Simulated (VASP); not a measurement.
Crystal: Tl.

```
CELL_PARAMETERS angstrom
3.59028 0.00000 0.00000
-1.79514 3.10928 0.00000
0.00000 0.00000 5.64194
ATOMIC_POSITIONS crystal
Tl 0.33333 0.66667 0.25000
Tl 0.66667 0.33333 0.75000
```

Base run:

```yaml
Program: VASP 6.6.1
Functional: PBE
Potentials_or_basis: VASP PAW PBE potentials, release 64 (Tl_d)
Cutoff: 520 eV
k_mesh: 10 × 10 × 6
Occupations: fermi-dirac, width 0.6 eV
Spin: no spin polarisation
```

Its results: band gap on the k mesh zero (bands 13 and 14 overlap by 5.27 eV); pressure 1.4 GPa.

**Question.** The run is repeated on the same cell with these changes: occupations from fermi-dirac, width 0.6 eV to gaussian, width 0.2 eV. What comes out?

**Answer.** Band gap on the k mesh zero (bands 13 and 14 overlap by 5.28 eV); pressure -0.1 GPa.

Caveats: spin-orbit coupling is left out, which moves the levels of the heavy elements; so wide a smearing shifts energies and pressures (at least some runs).
